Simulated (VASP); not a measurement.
Set up this calculation in VASP 6.6.1, as the native input.

```
Task                   : single point
Functional             : PBE
Potentials or basis    : VASP PAW PBE potentials, release 64 (Sc_sv)
Cutoff                 : 520 eV
k mesh                 : 11 × 11 × 6
Occupations            : methfessel-paxton, width 0.01 eV
Spin                   : no spin polarisation
Dipole correction      : no
Further INCAR settings : ALGO = Normal; EDIFF = 1e-06; NBANDS = 18
```

The structure of Sc lies in POSCAR:

```
Sc
1.0
    3.3193628924      0.0000000000      0.0000000000
   -1.6596814462      2.8746525892      0.0000000000
    0.0000000000      0.0000000000      5.1842605006
Sc
2
Direct
    0.3333333333      0.6666666667      0.2500000000
    0.6666666667      0.3333333333      0.7500000000
```

One way to write it, as run:

INCAR

```
PREC     = Accurate       # precision mode
ENCUT    = 520            # plane-wave cutoff, eV
EDIFF    = 1E-6           # SCF threshold, eV
ISMEAR   = 1              # smearing method
SIGMA    = 0.01           # smearing width, eV
LREAL    = F              # projectors in reciprocal space
LASPH    = T              # aspherical terms in the spheres
NELM     = 100            # most SCF steps
ALGO     = Normal         # electronic algorithm
ISIF     = 2              # what is computed and relaxed
LWAVE    = F              # write WAVECAR
LCHARG   = T              # write CHGCAR
GGA      = PE             # functional
LELF     = T              # ELF
LVHAR    = T            
NBANDS   = 18             # bands
```

KPOINTS

```
Automatic mesh
0
Gamma
  11 11 6
```

Potentials or basis: VASP PAW PBE potentials, release 64 (Sc_sv).

Launch:

```console
$ cat potpaw_PBE.64/Sc_sv/POTCAR > POTCAR
$ mpirun -np 1 vasp_std > vasp.out
```

It gave:

| Quantity | Value |
| --- | --- |
| Pressure | -0.3 GPa |
| Band gap on the k mesh | zero (band 11 reaches 4.63 eV, above the bottom of band 12 at 3.17 eV) |

Run time: 110 s on 1 thread of Intel Xeon 8259CL, on a shared host, peak memory 0.2 GiB.
